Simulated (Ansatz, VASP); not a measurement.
# Two plane-wave programs on CdO

```
Cd O
1.0
     0.00000    2.41641    2.41641
     2.41641    0.00000    2.41641
     2.41641    2.41641    0.00000
Cd O
1 1
Direct
  0.00000 0.00000 0.00000
  0.50000 0.50000 0.50000
```

Alike in both runs: task single point; functional BLYP; k mesh 8 × 8 × 8; occupations gaussian, width 0.05 eV; no spin polarisation.

```csv
,VASP,Ansatz
version,VASP 6.6.1,Ansatz 0.2.0
potentials or method,"VASP PAW PBE potentials, release 64 (Cd_sv_GW, O), cutoff 700 eV","scalar-relativistic, plane waves, PAW"
valence electrons in the cell,26,26
```

|  | VASP | Ansatz | Ansatz less VASP |
| --- | --- | --- | --- |
| gap on the k mesh at the Fermi level (eV) | none | none | - |
| pressure (GPa) | -0.1 | 0.0 | +0.10 |

VASP's potentials were made for PBE, not for BLYP. A gap of «none» marks a metal or a gap that the smearing closes.
